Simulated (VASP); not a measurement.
The system is BeGeMo3.

```
Be Ge Mo
1.0
     4.03888    0.00000    0.00000
     0.00000    4.03888    0.00000
     0.00000    0.00000    4.03888
Be Ge Mo
1 1 3
Direct
  0.00000 0.00000 0.00000
  0.50000 0.50000 0.50000
  0.00000 0.50000 0.50000
  0.50000 0.00000 0.50000
  0.50000 0.50000 0.00000
```

- Program: VASP 6.6.1
- Task: relaxation of cell and atoms
- Functional: PBE
- Potentials or basis: VASP PAW PBE potentials, release 64 (Be, Ge_d, Mo_sv)
- Cutoff: 600 eV
- k mesh: 4 × 4 × 4
- Occupations: gaussian, width 0.1 eV
- Spin: no spin polarisation

At the start: pressure 115.1 GPa; volume 13.18 Å³/atom.

Q: Where does the relaxation end?

A: Over 5 steps the energy falls by 1554.8 meV/atom and the volume is 19.19 Å³/atom (+45.6 %); space group Pm-3m (No. 221, to 0.05 Å).

The path:
```tsv
step	energy change (eV)	largest force (eV/Å)	pressure (GPa)	volume (Å³)
1	0.0000	0.0000	115.06	65.88
2	4.2609	0.0000	-17.03	203.58
3	-7.5067	0.0000	-9.45	104.57
4	-7.7277	0.0000	-4.28	99.49
5	-7.7739	0.0000	0.26	95.95
```

Final structure:
```
CELL_PARAMETERS angstrom
4.57802 0.00000 0.00000
0.00000 4.57802 0.00000
0.00000 0.00000 4.57802
ATOMIC_POSITIONS crystal
Be 0.00000 0.00000 0.00000
Ge 0.50000 0.50000 0.50000
Mo 0.00000 0.50000 0.50000
Mo 0.50000 0.00000 0.50000
Mo 0.50000 0.50000 0.00000
```

Caveat: the k points lie up to 0.34 Å⁻¹ apart in the final cell; the volume moved by over 15 % at a fixed basis, so the end points are rough.
